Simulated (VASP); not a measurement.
Here is a VASP 6.6.1 calculation.

File POSCAR:

```
Ba
1.0
    3.9177175405      0.0000000000      0.0000000000
    0.0000000000      3.9177175405      0.0000000000
    0.0000000000      0.0000000000      3.9177175405
Ba
1
Direct
    0.0000000000      0.0000000000      0.0000000000
```

INCAR.step1

```
SYSTEM = Ba
ALGO = Normal
EDIFF = 1E-4
ENCUT = 520
GGA = PE
ISMEAR = -1
LASPH = .True.
LCHARG = .False.
LREAL = .False.
LWAVE = .True.
NBANDS = 11
NELM = 100
PREC = Accurate
SIGMA = 0.05
```

Contents of INCAR.step2:

```
SYSTEM = Ba
ALGO = Normal
EDIFF = 1E-7
ENCUT = 520
ISIF = 2
ISMEAR = -1
ISTART = 1
LASPH = .True.
LCHARG = .False.
LMIXTAU = .True.
LREAL = .False.
LWAVE = .False.
METAGGA = R2SCAN
NBANDS = 11
NELM = 100
PREC = Accurate
SIGMA = 0.05
```

File KPOINTS:

```
k-points
0
Gamma
  7 7 7
  0 0 0
```

Potentials or basis: VASP PAW PBE potentials, release 64 (Ba_sv).

Run with:

```sh
$ cat potpaw_PBE.64/Ba_sv/POTCAR > POTCAR
$ cp INCAR.step1 INCAR
$ mpirun -np 1 vasp_std > vasp.out
$ cp INCAR.step2 INCAR
$ mpirun -np 1 vasp_std > vasp.out
```

Task: What does it give for the pressure?

Result: 0.2 GPa.

Task: Estimate the band gap on the k mesh.

Result: 0.25 eV, direct.

Caveat: the PAW data sets were made with another functional, which shifts forces and pressure a little; spin-orbit coupling is left out, which moves the levels of the heavy elements. A k mesh can miss the band edges.
